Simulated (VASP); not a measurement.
Au:

```
CELL_PARAMETERS angstrom
-1.65727 1.65727 1.65727
1.65727 -1.65727 1.65727
1.65727 1.65727 -1.65727
ATOMIC_POSITIONS crystal
Au 0.00000 0.00000 0.00000
```

| Property | Result |
| --- | --- |
| Program | VASP 6.6.1 |
| Task | relaxation of cell and atoms |
| Functional | LDA |
| Potentials or basis | VASP PAW LDA potentials, release 64 (Au_sv_GW) |
| Cutoff | 500 eV |
| k mesh | 9 × 9 × 9 |
| Occupations | fermi-dirac, width 0.05 eV |
| Spin | no spin polarisation |

At the start: pressure -13.9 GPa; volume 18.21 Å³/atom.

Problem. Where does the relaxation end?

Solution. Over 4 steps the energy falls by 72.6 meV/atom and the volume is 16.69 Å³/atom (-8.3 %); space group Im-3m (No. 229, to 0.05 Å).

Step by step:
| step | energy change (eV) | largest force (eV/Å) | pressure (GPa) | volume (Å³) |
| --- | --- | --- | --- | --- |
| 1 | 0.0000 | 0.0000 | -13.89 | 18.21 |
| 2 | 0.1996 | 0.0000 | 44.07 | 14.36 |
| 3 | -0.0725 | 0.0000 | -0.69 | 16.74 |
| 4 | -0.0726 | 0.0000 | -0.17 | 16.69 |

Final structure:
```
CELL_PARAMETERS angstrom
-1.60992 1.60992 1.60992
1.60992 -1.60992 1.60992
1.60992 1.60992 -1.60992
ATOMIC_POSITIONS crystal
Au 0.00000 0.00000 0.00000
```
